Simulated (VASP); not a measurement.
Input of a VASP 6.6.1 run:

File INCAR:

```
ALGO = Normal ; EDIFF = 1E-7
ENCUT = 520 ; GGA = PE
ISIF = 2 ; ISMEAR = -1
LASPH = True ; LCHARG = False
LREAL = False ; LWAVE = False
NBANDS = 11 ; NELM = 60
PREC = Accurate ; SIGMA = 0.05
```

KPOINTS

```
k-points
0
Gamma
  18 18 18
```

The input POSCAR:

```
Pd
1.0
   -1.5687506983      1.5687506983      1.5687506983
    1.5687506983     -1.5687506983      1.5687506983
    1.5687506983      1.5687506983     -1.5687506983
Pd
1
Direct
    0.0000000000      0.0000000000      0.0000000000
```

Potentials or basis: VASP PAW PBE potentials, release 64 (Pd).

Run with:

```console
$ cat potpaw_PBE.64/Pd/POTCAR > POTCAR
$ mpirun -np 1 vasp_std > vasp.out
```

Predict the pressure.

-0.3 GPa.

What does it give for the band gap on the k mesh?

Zero (band 5 reaches 9.58 eV, above the bottom of band 6 at 8.05 eV).
